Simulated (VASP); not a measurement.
# Cd3SeS2 (P3m1) in VASP: relaxation of cell and atoms with PBE

Aim: the relaxation of cell and atoms of Cd3SeS2 with PBE.

Everything below comes from runs of VASP 6.6.1. Logs are shortened: lines on timing, memory, paths and dates and some standing lists are left out, and cuts for length are marked.

### Step 1. The cell of the first run

Symmetry: P3m1, No. 156, trigonal system. The conventional cell has a = 4.112 Å, b = 4.112 Å, c = 20.137 Å, α = 90.00°, β = 90.00°, γ = 120.00°. Within 3.3 Å of Cd (site symmetry 3m) lie 4 Se at 2.50 to 2.58 Å. Within 3.3 Å of Cd (site symmetry 3m) lie 4 S at 2.50 to 2.58 Å. Within 3.3 Å of Cd (site symmetry 3m) lie 4 S at 2.50 to 2.58 Å. Cd (site symmetry 3m) has 3 Se at 2.50 Å and 1 S at 2.58 Å within 3.3 Å. Within 3.3 Å of Cd (site symmetry 3m) lie 4 S at 2.50 to 2.58 Å. Within 3.3 Å of Cd (site symmetry 3m) lie 3 S at 2.50 Å and 1 Se at 2.58 Å. Se (site symmetry 3m) has 4 Cd at 2.50 to 2.58 Å within 3.3 Å. Within 3.3 Å of Se (site symmetry 3m) lie 4 Cd at 2.50 to 2.58 Å.

### Step 2. Relaxation of cell and atoms, PBE

File INCAR:

```
PREC = Accurate
ENCUT = 600
EDIFF = 1E-7
ISMEAR = 0
SIGMA = 0.1
LREAL = F
LASPH = T
NELM = 80
ALGO = Normal
ISIF = 3
LWAVE = F
LCHARG = F
GGA = PE
IBRION = 2
NSW = 90
EDIFFG = -0.04
```

File KPOINTS:

```
regular mesh
0
Gamma
  6 6 1
```

File POSCAR:

```
Cd3SeS2
1.0
    4.1124282900      0.0000000000      0.0000000000
   -2.0562141500      3.5614673700      0.0000000000
    0.0000000000      0.0000000000     20.1374566600
Cd Se S
6 2 4
Direct
    0.3333333300      0.6666666700      0.0000000000
    0.3333333300      0.6666666700      0.3333333300
    0.3333333300      0.6666666700      0.6666666700
    0.6666666700      0.3333333300      0.1666666700
    0.6666666700      0.3333333300      0.5000000000
    0.6666666700      0.3333333300      0.8333333300
    0.3333333300      0.6666666700      0.1283333300
    0.6666666700      0.3333333300      0.9616666600
    0.3333333300      0.6666666700      0.4616666600
    0.3333333300      0.6666666700      0.7950000000
    0.6666666700      0.3333333300      0.2950000000
    0.6666666700      0.3333333300      0.6283333300
```

Potentials or basis: VASP PAW PBE potentials, release 64 (Cd, Se, S).

Started as:

```sh
cat potpaw_PBE.64/Cd/POTCAR potpaw_PBE.64/Se/POTCAR potpaw_PBE.64/S/POTCAR > POTCAR
mpirun -np 1 vasp_std > vasp.out
```

OUTCAR:

```text
PREC = Accurate
   ENCUT = 600
   EDIFF = 1E-7
   ISMEAR = 0
   LREAL = F
   LASPH = T
   NELM = 80
   ISIF = 3
   GGA = PE
   IBRION = 2
   NSW = 90
   EDIFFG = -0.04

 ion  position               nearest neighbor table
   1  0.333  0.667  0.000-   8 2.50   8 2.50   8 2.50   7 2.58
   2  0.333  0.667  0.333-  11 2.50  11 2.50  11 2.50   9 2.58
   3  0.333  0.667  0.667-  12 2.50  12 2.50  12 2.50  10 2.58
   4  0.667  0.333  0.167-   7 2.50   7 2.50   7 2.50  11 2.58
   5  0.667  0.333  0.500-   9 2.50   9 2.50   9 2.50  12 2.58
   6  0.667  0.333  0.833-  10 2.50  10 2.50  10 2.50   8 2.58
   7  0.333  0.667  0.128-   4 2.50   4 2.50   4 2.50   1 2.58
   8  0.667  0.333  0.962-   1 2.50   1 2.50   1 2.50   6 2.58
   9  0.333  0.667  0.462-   5 2.50   5 2.50   5 2.50   2 2.58
  10  0.333  0.667  0.795-   6 2.50   6 2.50   6 2.50   3 2.58
  11  0.667  0.333  0.295-   2 2.50   2 2.50   2 2.50   4 2.58
  12  0.667  0.333  0.628-   3 2.50   3 2.50   3 2.50   5 2.58

  LATTYP: Found a hexagonal cell.
 ALAT       =     4.1124282900
 C/A-ratio  =     4.8967313811

  Lattice vectors:

 A1 = (   4.1124282900,   0.0000000000,   0.0000000000)
 A2 = (  -2.0562141500,   3.5614673700,   0.0000000000)
 A3 = (   0.0000000000,   0.0000000000,  20.1374566600)

Analysis of symmetry for initial positions (statically):
=====================================================================
 Subroutine PRICEL returns:
 Original cell was already a primitive cell.

 Routine SETGRP: Setting up the symmetry group for a
 hexagonal supercell.

 Subroutine GETGRP returns: Found  6 space group operations
 (whereof  6 operations were pure point group operations)
 out of a pool of 24 trial point group operations.

The static configuration has the point symmetry C_3v.

Analysis of symmetry for dynamics (positions and initial velocities):
=====================================================================
 Subroutine PRICEL returns:
 Original cell was already a primitive cell.

 Routine SETGRP: Setting up the symmetry group for a
 hexagonal supercell.

 Subroutine GETGRP returns: Found  6 space group operations
 (whereof  6 operations were pure point group operations)
 out of a pool of 24 trial point group operations.

The dynamic configuration has the point symmetry C_3v.

 Subroutine INISYM returns: Found  6 space group operations
 (whereof  6 operations are pure point group operations),
 and found     1 'primitive' translations

----------------------------------------------------------------------------------------

                                     Primitive cell

  volume of cell :     294.9388

  direct lattice vectors                    reciprocal lattice vectors
     4.112428290  0.000000000  0.000000000     0.243165334  0.140391572  0.000000000
    -2.056214150  3.561467370  0.000000000     0.000000000  0.280783142  0.000000000
     0.000000000  0.000000000 20.137456660     0.000000000  0.000000000  0.049658704

  length of vectors
     4.112428290  4.112428292 20.137456660     0.280783143  0.280783142  0.049658704

  position of ions in fractional coordinates (direct lattice)
     0.333333330  0.666666670  0.000000000
     0.333333330  0.666666670  0.333333330
     0.333333330  0.666666670  0.666666670
     0.666666670  0.333333330  0.166666670
     0.666666670  0.333333330  0.500000000
     0.666666670  0.333333330  0.833333330
     0.333333330  0.666666670  0.128333330
     0.666666670  0.333333330  0.961666660
     0.333333330  0.666666670  0.461666660
     0.333333330  0.666666670  0.795000000
     0.666666670  0.333333330  0.295000000
     0.666666670  0.333333330  0.628333330

  ion indices of the primitive-cell ions
   primitive index   ion index
                 1           1
                 2           2
                 3           3
                 4           4
                 5           5
                 6           6
                 7           7
                 8           8
                 9           9
                10          10
                11          11
                12          12

----------------------------------------------------------------------------------------

 KPOINTS: regular mesh

Automatic generation of k-mesh.
 Grid dimensions read from file:
 generate k-points for:    6    6    1

 Generating k-lattice:

  Cartesian coordinates                     Fractional coordinates (reciprocal lattice)
     0.040527556  0.023398595  0.000000000     0.166666667 -0.000000000  0.000000000
     0.000000000  0.046797190  0.000000000     0.000000000  0.166666667  0.000000000
     0.000000000  0.000000000  0.049658704     0.000000000  0.000000000  1.000000000

  Length of vectors
     0.046797190  0.046797190  0.049658704

  Shift w.r.t. Gamma in fractional coordinates (k-lattice)
     0.000000000  0.000000000  0.000000000

 Subroutine IBZKPT returns following result:
 ===========================================

 Found      7 irreducible k-points:

 Following reciprocal coordinates:
            Coordinates               Weight
  0.000000  0.000000  0.000000      1.000000
  0.166667  0.000000  0.000000      6.000000
  0.333333 -0.000000  0.000000      6.000000
  0.500000  0.000000  0.000000      3.000000
  0.166667  0.166667  0.000000      6.000000
  0.333333  0.166667  0.000000     12.000000
  0.333333  0.333333  0.000000      2.000000
   k-points           NKPTS =      7   k-points in BZ     NKDIM =      7   number of bands    NBANDS=     64
   number of dos      NEDOS =    301   number of ions     NIONS =     12
   total plane-waves  NPLWV = 209952
   dimension x,y,z NGX =    36 NGY =   36 NGZ =  162
   dimension x,y,z NGXF=    72 NGYF=   72 NGZF=  324
   ions per type =               6   2   4
   NGX,Y,Z   is equivalent  to a cutoff of  14.55, 14.55, 13.37 a.u.
   NGXF,Y,Z  is equivalent  to a cutoff of  29.11, 29.11, 26.75 a.u.
 SYSTEM =  unknown system
   PREC   = accura    normal or accurate (medium, high low for compatibility)
   ISTART =      0    job   : 0-new  1-cont  2-samecut
   ICHARG =      2    charge: 1-file 2-atom 10-const
   ISPIN  =      1    spin polarized calculation?
   LNONCOLLINEAR =      F non collinear calculations
   LSORBIT =      F    spin-orbit coupling
   LASPH  =      T    aspherical Exc in radial PAW
   ENCUT  =  600.0 eV  44.10 Ry    6.64 a.u.   8.21  8.21 40.22*2*pi/ulx,y,z
   NELM   =     80;   NELMIN=  2; NELMDL= -5     # of ELM steps
   EDIFF  = 0.1E-06   stopping-criterion for ELM
   LREAL  =      F    real-space projection
   EDIFFG = -.4E-01   stopping-criterion for IOM
   NSW    =     90    number of steps for IOM
   IBRION =      2    ionic relax: 0-MD 1-quasi-New 2-CG
   NFREE  =      1    steps in history (QN), initial steepest desc. (CG)
   ISIF   =      3    stress and relaxation
   ISYM   =      2    0-nonsym 1-usesym 2-fastsym
   POTIM  = 0.5000    time-step for ionic-motion
   TEBEG  =    0.0;   TEEND  =   0.0 temperature during run
   PSTRESS=    0.0 pullay stress
   NELECT =     108.0000    total number of electrons
   NUPDOWN=      -1.0000    fix difference up-down
   EMIN   =  10.00;   EMAX   =-10.00  energy-range for DOS
   EFERMI =   0.00;   METHOD = LEGACY
   ISMEAR =     0;   SIGMA  =   0.10  broadening in eV -4-tet -1-fermi 0-gaus
   EFERMI_NEDOS =   21; number of points for ismear=-14 and -15
   IALGO  =     38    algorithm
   IMIX   =      4    mixing-type and parameters
     AMIX     =   0.40;   BMIX     =  1.00
     AMIX_MAG =   1.60;   BMIX_MAG =  1.00
  volume/ion in A,a.u.               =      24.58       165.86
  Fermi-wavevector in a.u.,A,eV,Ry     =   1.171221  2.213286 18.663903  1.371758
  Thomas-Fermi vector in A             =   2.307668
   LORBIT       =      0    0 simple, 1 ext, 2 COOP (PROOUT), +10 PAW based schemes
   GGA     = PE    functional components
   LHFCALC =     F    Hartree Fock is set to
   AEXX    =    0.0000 exact exchange contribution
   IVDW    =     0    specifies the selected vdW correction
   LEPSILON=     F    determine dielectric tensor
   LRPA    =     F    only Hartree local field effects (RPA)
 conjugate gradient relaxation of ions
 non-spin polarized calculation
 Gauss-broadening in eV      SIGMA  =   0.10
  energy-cutoff  :      600.00
  volume of cell :      294.94
 maximum number of plane-waves:      9910
 NGX is ok and might be reduce to    36
   NGX = 17   NGY = 17   NGZ = 81

--------------------------------------- Ionic step        1  -------------------------------------------

 number of electron     108.0000002 magnetization

 Free energy of the ion-electron system (eV)
  ---------------------------------------------------
  ext. energy  EPLUGINS =         0.00000000
  ---------------------------------------------------
  free energy    TOTEN  =       -34.60323928 eV

  energy without entropy =      -34.60323928  energy(sigma->0) =      -34.60323928

------------------------ aborting loop because EDIFF is reached ----------------------------------------

  FORCE on cell =-STRESS in cart. coord.  units (eV):
  Direction    XX          YY          ZZ          XY          YZ          ZX
  --------------------------------------------------------------------------------------
  -------------------------------------------------------------------------------------
  Total       15.3897545     15.3897545      9.5506744     -0.0000000      0.0000000     -0.0000000
  in kB       83.6007837     83.6007836     51.8815204     -0.0000001      0.0000000     -0.0000000
  external PRESSURE =      73.0276959 kB  Pullay stress =       0.0000000 kB
[... 119 lines left out ...]
  FREE ENERGIE OF THE ION-ELECTRON SYSTEM (eV)
  ---------------------------------------------------
  free  energy   TOTEN  =       -35.3855040098 eV

  energy  without entropy=      -35.3855040096  energy(sigma->0) =      -35.38550401

[... ionic steps 4 to 12 ...]

--------------------------------------- Ionic step       13  -------------------------------------------

 number of electron     108.0000005 magnetization

------------------------ aborting loop because EDIFF is reached ----------------------------------------

  FORCE on cell =-STRESS in cart. coord.  units (eV):
  Direction    XX          YY          ZZ          XY          YZ          ZX
  --------------------------------------------------------------------------------------
  -------------------------------------------------------------------------------------
  Total       -0.1960134     -0.1960134      0.1710436      0.0000000     -0.0000000      0.0000000
  in kB       -0.9554194     -0.9554194      0.8337101      0.0000000     -0.0000000      0.0000000
  external PRESSURE =      -0.3590429 kB  Pullay stress =       0.0000000 kB
[... 77 lines left out ...]
  energy  without entropy=      -35.4917575953  energy(sigma->0) =      -35.49175773

--------------------------------------- Ionic step       15  -------------------------------------------

 number of electron     107.9999998 magnetization

 Free energy of the ion-electron system (eV)
  ---------------------------------------------------
  ext. energy  EPLUGINS =         0.00000000
  ---------------------------------------------------
  free energy    TOTEN  =       -35.49310020 eV

  energy without entropy =      -35.49309989  energy(sigma->0) =      -35.49310004

 E-fermi :   1.3054     XC(G=0):  -8.7920

 val. band max:        0.9909700859   @ k =   0.0000   0.0000   0.0000
 cond. band min:       1.6091533132   @ k =   0.0000   0.0000   0.0000
 fundamental gap:      0.6181832273
 Fermi energy:         1.3054103358

 k-point     1 :       0.0000    0.0000    0.0000
  band No.  band energies     occupation
      1     -11.4040      2.00000
      2     -11.3127      2.00000
      3     -11.2965      2.00000
      4     -11.1373      2.00000
      5     -11.1155      2.00000
      6     -11.0245      2.00000
[... 497 lines left out ...]
  FREE ENERGIE OF THE ION-ELECTRON SYSTEM (eV)
  ---------------------------------------------------
  free  energy   TOTEN  =       -35.4931001994 eV

  energy  without entropy=      -35.4930998859  energy(sigma->0) =      -35.49310004

 reached required accuracy - stopping structural energy minimisation
```

Run time: 72 min. Hardware: 1 thread of Oxide Virtual Turin-like, shared host; peak memory 0.58 GiB.

Results:

| Property | Result |
| --- | --- |
| Free energy | -35.4931 eV |
| Relaxed volume | 27.41 Å³/atom |
| Relaxed cell | a = 4.263 Å, b = 4.263 Å, c = 20.906 Å, α = 90.00°, β = 90.00°, γ = 120.00° |
| Space group after relaxing (to 0.1 Å) | P3m1 (No. 156) |
| Energy gained by relaxing | 74.2 meV/atom |
| Ionic steps | 15 |
| Pressure after relaxing | -0.1 GPa |
| Largest force after relaxing | 0.022 eV/Å |
| Band gap on the k mesh | 0.62 eV |

Forces on the atoms (eV/Å):
```
Cd   0.000  0.000  0.022
Cd   0.000  0.000 -0.018
Cd   0.000  0.000  0.014
Cd   0.000  0.000 -0.012
Cd   0.000  0.000 -0.008
Cd   0.000  0.000  0.001
Se   0.000  0.000 -0.004
Se   0.000  0.000 -0.014
S    0.000  0.000  0.009
S    0.000  0.000 -0.010
S    0.000  0.000  0.021
S    0.000  0.000  0.002
```

Step by step:
| step | energy change (eV) | largest force (eV/Å) | pressure (GPa) | volume (Å³) |
| --- | --- | --- | --- | --- |
| 1 | 0.0000 | 1.0238 | 7.30 | 294.94 |
| 2 | -0.6759 | 0.3078 | -2.11 | 345.33 |
| 3 | -0.7823 | 0.4458 | -0.07 | 329.90 |
| 4 | -0.7821 | 0.4371 | -0.18 | 330.62 |
| 5 | -0.8004 | 0.3440 | -0.16 | 330.35 |
| 6 | -0.8349 | 0.3030 | -0.06 | 329.53 |
| 7 | -0.8009 | 0.8369 | 0.21 | 327.89 |
| 8 | -0.8400 | 0.4178 | -0.01 | 329.12 |
| 9 | -0.8574 | 0.2535 | 0.01 | 328.79 |
| 10 | -0.8694 | 0.1779 | 0.07 | 328.17 |
| 11 | -0.8761 | 0.1384 | -0.04 | 328.79 |
| 12 | -0.8784 | 0.1831 | -0.13 | 329.40 |
| 13 | -0.8843 | 0.1274 | -0.04 | 328.70 |
| 14 | -0.8885 | 0.0830 | 0.17 | 327.38 |
| 15 | -0.8899 | 0.0216 | -0.07 | 328.96 |

Final structure:
```yaml
crystal:
  lattice:
    - [4.26257, 0.00000, 0.00000]
    - [-2.13128, 3.69149, 0.00000]
    - [0.00000, 0.00000, 20.90575]
  atoms:
    - { symbol: Cd, position: [0.33333, 0.66667, 0.00160] }
    - { symbol: Cd, position: [0.33333, 0.66667, 0.33962] }
    - { symbol: Cd, position: [0.33333, 0.66667, 0.66351] }
    - { symbol: Cd, position: [0.66667, 0.33333, 0.17767] }
    - { symbol: Cd, position: [0.66667, 0.33333, 0.50161] }
    - { symbol: Cd, position: [0.66667, 0.33333, 0.82564] }
    - { symbol: Se, position: [0.33333, 0.66667, 0.13017] }
    - { symbol: Se, position: [0.66667, 0.33333, 0.95449] }
    - { symbol: S, position: [0.33333, 0.66667, 0.46295] }
    - { symbol: S, position: [0.33333, 0.66667, 0.78704] }
    - { symbol: S, position: [0.66667, 0.33333, 0.30074] }
    - { symbol: S, position: [0.66667, 0.33333, 0.62497] }
```

Caveat: semilocal functionals underestimate gaps, and a narrow one can read as zero.
